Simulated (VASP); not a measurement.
Write the native input for VASP 6.6.1 that does the following.

```yaml
Task: single point
Functional: PBE
Potentials_or_basis: VASP PAW PBE potentials, release 64 (Zr_sv, H)
Cutoff: 520 eV
k_mesh: 4 × 4 × 4
Occupations: gaussian, width 0.1 eV
Spin: no spin polarisation
Dipole_correction: no
Further_INCAR_settings: ALGO = Normal; EDIFF = 1e-06; NBANDS = 46
```

The structure of Zr6H lies in POSCAR:

```
Zr6H
1.0
   -2.7188629099      4.1614719711      3.1052516920
    2.7188629099     -4.1614719711      3.1052516920
    2.7188629099      4.1614719711     -3.1052516920
Zr H
6 1
Direct
    0.2500000000      0.2500000000      0.0000000000
    0.7500000000      0.7500000000      0.0000000000
    0.3230926161      0.0772598066      0.4003524227
    0.8230926161      0.4227401934      0.2458328095
    0.6769073839      0.9227401934      0.5996475773
    0.1769073839      0.5772598066      0.7541671905
    0.2500000000      0.7500000000      0.5000000000
```

These files were run (other wordings do the same):

INCAR

```
SYSTEM = Zr6H
PREC     = Accurate       ! precision mode
ENCUT    = 520            ! plane-wave cutoff, eV
EDIFF    = 1E-6           ! SCF threshold, eV
ISMEAR   = 0              ! smearing method
SIGMA    = 0.1            ! smearing width, eV
LREAL    = .FALSE.        ! projectors in reciprocal space
LASPH    = .TRUE.         ! aspherical terms in the spheres
NELM     = 80             ! most SCF steps
ALGO     = Normal         ! electronic algorithm
ISIF     = 2              ! what is computed and relaxed
LWAVE    = .FALSE.        ! write WAVECAR
LCHARG   = .FALSE.        ! write CHGCAR
GGA      = PE             ! functional
NBANDS   = 46             ! bands
```

KPOINTS

```
regular mesh
0
G
  4 4 4
  0 0 0
```

Potentials or basis: VASP PAW PBE potentials, release 64 (Zr_sv, H).

Run with:

```sh
$ cat potpaw_PBE.64/Zr_sv/POTCAR potpaw_PBE.64/H/POTCAR > POTCAR
$ mpirun -np 1 vasp_std > vasp.out
```

It gave:

- Pressure: 1.0 GPa
- Largest force: 0.209 eV/Å
- Band gap on the k mesh: zero (an odd number of electrons rules out a gap without spin polarisation)

Run time: 77 s on 1 thread of Intel(R) Xeon(R) 6975P-C (Granite Rapids), on a shared host, peak memory 0.35 GiB.
